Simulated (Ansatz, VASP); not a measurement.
**MoS2 in VASP and in Ansatz**

Contents of INCAR:

```
SYSTEM = MoS2
PREC = Accurate
ENCUT = 520
EDIFF = 1E-6
ISMEAR = 0
SIGMA = 0.05
LREAL = .False.
LASPH = .True.
NELM = 100
ALGO = Normal
ISIF = 2
LWAVE = .False.
LCHARG = .True.
GGA = PE
IVDW = 12
LELF = .True.
LVHAR = .True.
NBANDS = 35
```

File KPOINTS:

```
regular mesh
0
Gamma
  12 12 4
  0 0 0
```

Contents of POSCAR:

```
MoS2
1.0
    3.1179000000      0.0000000000      0.0000000000
   -1.5589500000      2.7001806064      0.0000000000
    0.0000000000      0.0000000000     11.4426000000
Mo S
2 4
Direct
    0.6666666667      0.3333333333      0.2501439769
    0.3333333333      0.6666666667      0.7498560231
    0.3333333333      0.6666666667      0.3795985159
    0.6666666667      0.3333333333      0.8793132861
    0.3333333333      0.6666666667      0.1206867139
    0.6666666667      0.3333333333      0.6204014841
```

Input for Ansatz:

```yaml
crystal:
  lattice:
    - [3.1179, 0.0, 0.0]
    - [-1.55895, 2.7001806064, 0.0]
    - [0.0, 0.0, 11.4426]
  atoms:
    - { symbol: Mo, position: [0.6666666667, 0.3333333333, 0.2501439769] }
    - { symbol: Mo, position: [0.3333333333, 0.6666666667, 0.7498560231] }
    - { symbol: S, position: [0.3333333333, 0.6666666667, 0.3795985159] }
    - { symbol: S, position: [0.6666666667, 0.3333333333, 0.8793132861] }
    - { symbol: S, position: [0.3333333333, 0.6666666667, 0.1206867139] }
    - { symbol: S, position: [0.6666666667, 0.3333333333, 0.6204014841] }
basis:
  ecutwfc: 420
kpoints:
  mp_grid: { grid: [12, 12, 4] }
hamiltonian:
  xc: pbe
  pseudopotentials: { kind: paw, azcp: { folder: soft_1 } }
  dispersion: d3bj
scf:
  occupations: { method: gaussian, width: 0.05 }
output:
  forces: true
  stress: true
  eigenvalues: true
```

Alike in both runs: task single point; functional PBE; dispersion D3(BJ); k mesh 12 × 12 × 4; occupations gaussian, width 0.05 eV; no spin polarisation.

```csv
,VASP,Ansatz
version,VASP 6.6.1,Ansatz 0.2.0
potentials or method,"VASP PAW PBE potentials, release 64 (Mo_sv, S), cutoff 520 eV","scalar-relativistic, plane waves, PAW"
valence electrons in the cell,52,52
```

|  | VASP | Ansatz | Ansatz less VASP |
| --- | --- | --- | --- |
| gap on the k mesh at the Fermi level (eV) | 0.43 | 0.41 | -0.025 |
| least direct gap on the mesh (eV) | 1.62 | 1.61 | -0.004 |
| pressure (GPa) | 14.4 | 14.6 | +0.22 |
| traceless stress, the component that is largest in VASP (GPa) | 7.32 | 7.38 | +0.060 |
| rms of the force components (eV/Å) | 0.905 | 0.917 | +0.0123 |

Atom by atom the forces differ by 0.012 eV/Å (rms over components).
